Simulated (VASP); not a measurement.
Crystal: TlRuS3.

```
Tl Ru S
1.0
     4.65065    0.00000    0.00000
     0.00000    4.65065    0.00000
     0.00000    0.00000    4.65065
Tl Ru S
1 1 3
Direct
  0.50000 0.50000 0.50000
  0.00000 0.00000 0.00000
  0.50000 0.00000 0.00000
  0.00000 0.50000 0.00000
  0.00000 0.00000 0.50000
```

| Item | Value |
| --- | --- |
| Program | VASP 6.6.1 |
| Task | relaxation of cell and atoms |
| Functional | PBE |
| Potentials or basis | VASP PAW PBE potentials, release 64 (Tl_d, Ru_pv, S) |
| Cutoff | 600 eV |
| k mesh | 8 × 8 × 8 |
| Occupations | gaussian, width 0.1 eV |
| Spin | no spin polarisation |

At the start: pressure 3.6 GPa; volume 20.12 Å³/atom.

Problem. How do energy, volume and symmetry change on relaxing?

Solution. Over 3 steps the energy falls by 9.1 meV/atom and the volume is 20.96 Å³/atom (+4.2 %); space group Pm-3m (No. 221, to 0.1 Å) before and after.

The path:
| step | energy change (eV) | largest force (eV/Å) | pressure (GPa) | volume (Å³) |
| --- | --- | --- | --- | --- |
| 1 | 0.0000 | 0.0000 | 3.57 | 100.59 |
| 2 | -0.0320 | 0.0000 | -1.70 | 107.26 |
| 3 | -0.0453 | 0.0000 | 0.02 | 104.82 |

Final structure:
```
Tl Ru S
1.0
     4.71497    0.00000    0.00000
     0.00000    4.71497    0.00000
     0.00000    0.00000    4.71497
Tl Ru S
1 1 3
Direct
  0.50000 0.50000 0.50000
  0.00000 0.00000 0.00000
  0.50000 0.00000 0.00000
  0.00000 0.50000 0.00000
  0.00000 0.00000 0.50000
```

Caveat: an odd number of electrons without spin polarisation forces a metal; a magnetic or distorted state may lie lower.
